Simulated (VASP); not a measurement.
Here is a VASP 6.6.1 calculation.

INCAR

```
PREC = Accurate ; ENCUT = 600
EDIFF = 1E-7 ; ISMEAR = 0
SIGMA = 0.02 ; LREAL = False
LASPH = True ; NELM = 80
ALGO = Normal ; ISIF = 3
LWAVE = False ; LCHARG = False
GGA = PS ; IBRION = 2
NSW = 80 ; EDIFFG = -0.015
```

File KPOINTS:

```
Automatic mesh
0
Gamma
  8 8 8
```

File POSCAR:

```
SiC
1.0
    0.0000000000      2.1783973793     -2.1783973793
    4.3567947587      0.0000000000      0.0000000000
   -2.1783973793     -4.3567947587     -2.1783973793
Si C
3 3
Direct
    0.1666666667      0.4166666667      0.3333333333
    0.5000000000      0.7500000000      0.0000000000
    0.8333333333      0.0833333333      0.6666666667
    1.0000000000      0.0000000000      1.0000000000
    0.3333333333      0.3333333333      0.6666666667
    0.6666666667      0.6666666667      0.3333333333
```

Potentials or basis: VASP PAW PBE potentials, release 64 (Si, C).

The run is started by

```console
$ cat potpaw_PBE.64/Si/POTCAR potpaw_PBE.64/C/POTCAR > POTCAR
$ mpirun -np 1 vasp_std > vasp.out
```

**Question.** What does it give for the band gap on the k mesh?

**Answer.** 1.23 eV.

Final structure:
```cif
data_structure
_symmetry_space_group_name_H-M 'P 1'
_symmetry_Int_Tables_number 1
_cell_length_a 3.0807
_cell_length_b 4.3568
_cell_length_c 5.3360
_cell_angle_alpha 114.095
_cell_angle_beta 106.779
_cell_angle_gamma 90.000
_cell_volume 62.02
loop_
_atom_site_label
_atom_site_type_symbol
_atom_site_fract_x
_atom_site_fract_y
_atom_site_fract_z
_atom_site_occupancy
Si1 Si 0.16667 0.41667 0.33333 1
Si2 Si 0.50000 0.75000 0.00000 1
Si3 Si 0.83333 0.08333 0.66667 1
C1 C 0.00000 0.00000 0.00000 1
C2 C 0.33333 0.33333 0.66667 1
C3 C 0.66667 0.66667 0.33333 1
```

Caveat: the relaxation stopped at its first step, so nothing moved. A k mesh can miss the band edges.
